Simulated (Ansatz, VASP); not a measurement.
## Two plane-wave programs on Al

File INCAR:

```
ALGO = Normal
DIPOL = 0.5 0.5 0.292
EDIFF = 1E-6
ENCUT = 400
GGA = PE
GGA_COMPAT = False
IDIPOL = 3
ISIF = 2
ISMEAR = 0
LASPH = True
LCHARG = True
LDIPOL = True
LELF = True
LREAL = False
LVACPOTAV = True
LVHAR = True
LWAVE = False
NBANDS = 12
NELM = 120
NELMDL = -8
PREC = Accurate
SIGMA = 0.1
```

File KPOINTS:

```
k-points
0
Gamma
  9 9 1
```

The input POSCAR:

```
Al
1.0
    2.8571514048      0.0000000000      0.0000000000
   -1.4285757024      2.4743656990      0.0000000000
    0.0000000000      0.0000000000     21.6016424675
Al
3
Direct
    0.6666666667      0.3333333333      0.1851711047
    0.3333333333      0.6666666667      0.2916873739
    0.0000000000      0.0000000000      0.3981939096
```

Input for Ansatz:

```yaml
crystal:
  lattice:
    - [2.8571514048, 0.0, 0.0]
    - [-1.4285757024, 2.474365699, 0.0]
    - [0.0, 0.0, 21.6016424675]
  atoms:
    - { symbol: Al, position: [0.6666666667, 0.3333333333, 0.1851711047] }
    - { symbol: Al, position: [0.3333333333, 0.6666666667, 0.2916873739] }
    - { symbol: Al, position: [0.0, 0.0, 0.3981939096] }
basis:
  ecutwfc: 420
kpoints:
  mp_grid: { grid: [9, 9, 1] }
hamiltonian:
  xc: pbe
scf:
  occupations: { method: gaussian, width: 0.1 }
output:
  forces: true
  eigenvalues: true
efield:
  axis: 3
  dipole_correction: true
  ramp_width: 0.04
```

Alike in both runs: task single point; functional PBE; k mesh 9 × 9 × 1; occupations gaussian, width 0.1 eV; no spin polarisation.

|  | VASP | Ansatz |
| --- | --- | --- |
| version | VASP 6.6.1 | Ansatz 0.2.0 |
| potentials or method | VASP PAW PBE potentials, release 64 (Al), cutoff 400 eV | scalar-relativistic, plane waves, PAW |
| valence electrons in the cell | 9 | 9 |

|  | VASP | Ansatz | Ansatz less VASP |
| --- | --- | --- | --- |
| gap on the k mesh at the Fermi level (eV) | none | none | - |
| rms of the force components (eV/Å) | 0.082 | 0.082 | +0.0003 |
| work function, face that differs most (eV) | 3.91 | 3.91 | -0.005 |

Atom by atom the forces differ by 0.000 eV/Å (rms over components). A gap of «none» marks a metal or a gap that the smearing closes.
